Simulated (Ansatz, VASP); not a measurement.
# InSe in VASP and in Ansatz

Contents of INCAR:

```
PREC = Accurate ; ENCUT = 520
EDIFF = 1E-6 ; ISMEAR = 0
SIGMA = 0.05 ; LREAL = False
LASPH = True ; NELM = 80
ALGO = Normal ; ISIF = 2
LWAVE = False ; LCHARG = False
GGA = RP ; NBANDS = 27
```

KPOINTS

```
Automatic mesh
0
Gamma
  8 8 8
```

The input POSCAR:

```
InSe
1.0
    2.0000000000      1.1547005384      8.4400000000
   -2.0000000000      1.1547005384      8.4400000000
    0.0000000000     -2.3094010768      8.4400000000
In Se
2 2
Direct
    0.8886000000      0.8886000000      0.8886000000
    0.0000000000      0.0000000000      0.0000000000
    0.1719000000      0.1719000000      0.1719000000
    0.3835000000      0.3835000000      0.3835000000
```

The input input.yaml:

```yaml
crystal:
  lattice:
    - [2.0, 1.1547005384, 8.44]
    - [-2.0, 1.1547005384, 8.44]
    - [0.0, -2.3094010768, 8.44]
  atoms:
    - { symbol: In, position: [0.8886, 0.8886, 0.8886] }
    - { symbol: In, position: [0.0, 0.0, 0.0] }
    - { symbol: Se, position: [0.1719, 0.1719, 0.1719] }
    - { symbol: Se, position: [0.3835, 0.3835, 0.3835] }
hamiltonian:
  xc: rpbe
  pseudopotentials: { kind: paw }
kpoints:
  mp_grid: { grid: [8, 8, 8] }
scf:
  occupations: { method: gaussian, width: 0.05 }
output:
  forces: true
  stress: true
  eigenvalues: true
```

Alike in both runs: task single point; functional RPBE; k mesh 8 × 8 × 8; occupations gaussian, width 0.05 eV; no spin polarisation.

|  | VASP | Ansatz |
| --- | --- | --- |
| version | VASP 6.6.1 | Ansatz 0.2.0 |
| potentials or method | VASP PAW PBE potentials, release 64 (In_d, Se) | Ansatz PAW |
| plane-wave cutoff (eV) | 520 | 420 |
| valence electrons in the cell | 38 | 58 |

Ansatz gave:

```
gap on the k mesh at the Fermi level (eV)                     : 0.58
least direct gap on the mesh (eV)                             : 0.58
pressure (GPa)                                                : 4.5
traceless stress, the component that is largest in VASP (GPa) : -0.77
rms of the force components (eV/Å)                            : 0.204
```

Q: Estimate VASP's values.

A: gap on the k mesh at the Fermi level (eV): 0.56; least direct gap on the mesh (eV): 0.56; pressure (GPa): 4.6; traceless stress, the component that is largest in VASP (GPa): -0.77; rms of the force components (eV/Å): 0.213.

VASP's potentials were made for PBE, not for RPBE. Atom by atom the forces differ by 0.009 eV/Å (rms over components). VASP's potentials hold 38 valence electrons a cell and Ansatz's 58, so a difference there can come from the potentials and not from the codes.
